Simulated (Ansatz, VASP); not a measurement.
**SnSe: VASP beside Ansatz**

The input INCAR:

```
SYSTEM = SnSe
  PREC = Accurate
  ENCUT = 520
  EDIFF = 1E-6
  ISMEAR = 0
  SIGMA = 0.05
  LREAL = .False.
  LASPH = .True.
  NELM = 60
  ALGO = Normal
  ISIF = 2
  LWAVE = .False.
  LCHARG = .True.
  GGA = PS
  LELF = .True.
  LVHAR = .True.
  NBANDS = 17
```

The input KPOINTS:

```
regular mesh
0
Gamma
  10 10 10
  0 0 0
```

Contents of POSCAR:

```
SnSe
1.0
    0.0000000000      2.7238171618      3.5409623103
    2.7238171618      0.0000000000      3.5409623103
    2.7238171618      2.7238171618      0.0000000000
Sn Se
1 1
Direct
    0.0000000000      0.0000000000      0.0000000000
    0.5000000000      0.5000000000      0.5000000000
```

Input for Ansatz:

```yaml
crystal:
  lattice:
    - [0.0, 2.7238171618, 3.5409623103]
    - [2.7238171618, 0.0, 3.5409623103]
    - [2.7238171618, 2.7238171618, 0.0]
  atoms:
    - { symbol: Sn, position: [0.0, 0.0, 0.0] }
    - { symbol: Se, position: [0.5, 0.5, 0.5] }
basis:
  ecutwfc: 420
kpoints:
  mp_grid: { grid: [10, 10, 10] }
hamiltonian:
  xc: pbesol
scf:
  occupations: { method: gaussian, width: 0.05 }
output:
  forces: true
  stress: true
  eigenvalues: true
```

Alike in both runs: task single point; functional PBEsol; k mesh 10 × 10 × 10; occupations gaussian, width 0.05 eV; no spin polarisation.

|  | VASP | Ansatz |
| --- | --- | --- |
| version | VASP 6.6.1 | Ansatz 0.2.0 |
| potentials or method | VASP PAW PBE potentials, release 64 (Sn_d, Se), cutoff 520 eV | scalar-relativistic, plane waves, PAW |
| valence electrons in the cell | 20 | 30 |

```csv
,VASP,Ansatz,Ansatz less VASP
gap on the k mesh at the Fermi level (eV),none,none,-
pressure (GPa),7.9,7.8,-0.02
"traceless stress, the component that is largest in VASP (GPa)",-14.13,-14.08,+0.050
```

VASP's potentials were made for PBE, not for PBEsol. A gap of «none» marks a metal or a gap that the smearing closes. The functional is the same, so the differences come from potentials, cutoffs and numerics. VASP's potentials hold 20 valence electrons a cell and Ansatz's 30, so a difference there can come from the potentials and not from the codes.
